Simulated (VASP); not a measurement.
Write the native input for VASP 6.6.1 that does the following.

* Task: single point
* Functional: PBE
* Potentials or basis: VASP PAW PBE potentials, release 64 (Si, C)
* Cutoff: 520 eV
* k mesh: 10 × 10 × 2
* Occupations: fermi-dirac, width 0.02 eV
* Spin: no spin polarisation
* Dipole correction: no
* Further INCAR settings: ALGO = Normal; EDIFF = 1e-07; NBANDS = 36

The structure of SiC lies in POSCAR:

```
SiC
1.0
    3.0950000000      0.0619000000      0.0000000000
   -1.4938930275      2.6493986247      0.0000000000
    0.0000000000      0.0000000000     15.1700000000
Si C
6 6
Direct
   -0.0106127805      0.0010521269      0.1250489152
    0.0106127805     -0.0010521269      0.6250489152
    0.3328878509      0.6667470442      0.2918287533
    0.6671121491      0.3332529558      0.7918287533
    0.3237099631      0.6675858342      0.9583148714
    0.6762900369      0.3324141658      0.4583148714
   -0.0156297018      0.0013516605     -0.0003238447
    0.0156297018     -0.0013516605      0.4996761553
    0.3284722610      0.6673015455      0.1668258734
    0.6715277390      0.3326984545      0.6668258734
    0.3280002174      0.6670197311      0.8333054314
    0.6719997826      0.3329802689      0.3333054314
```

This cell differs from its parent crystal: xy shear strain of +4 %, then relaxed in part.

These files were run (other wordings do the same):

INCAR

```
ALGO     = Normal         # electronic algorithm
EDIFF    = 1E-7           # SCF threshold, eV
ENCUT    = 520            # plane-wave cutoff, eV
GGA      = PE             # functional
ISIF     = 2              # what is computed and relaxed
ISMEAR   = -1             # smearing method
LASPH    = True           # aspherical terms in the spheres
LCHARG   = True           # write CHGCAR
LELF     = True           # ELF
LREAL    = False          # projectors in reciprocal space
LVHAR    = True         
LWAVE    = False          # write WAVECAR
NBANDS   = 36             # bands
NELM     = 60             # most SCF steps
PREC     = Accurate       # precision mode
SIGMA    = 0.02           # smearing width, eV
```

KPOINTS

```
k-points
0
Gamma
  10 10 2
```

Potentials or basis: VASP PAW PBE potentials, release 64 (Si, C).

The run is started by

```sh
$ cat potpaw_PBE.64/Si/POTCAR potpaw_PBE.64/C/POTCAR > POTCAR
$ mpirun -np 1 vasp_std > vasp.out
```

Results of the run:

* Pressure: 0.3 GPa
* Band gap on the k mesh: 1.67 eV (least direct gap 3.00 eV)

Caveat: the cell differs from its parent crystal (xy shear strain of +4 %, then relaxed in part).

It took 5.2 min on 1 thread of AMD EPYC 9R45 96-Core Processor (Zen 5), with other jobs on the host, peak memory 0.44 GiB.
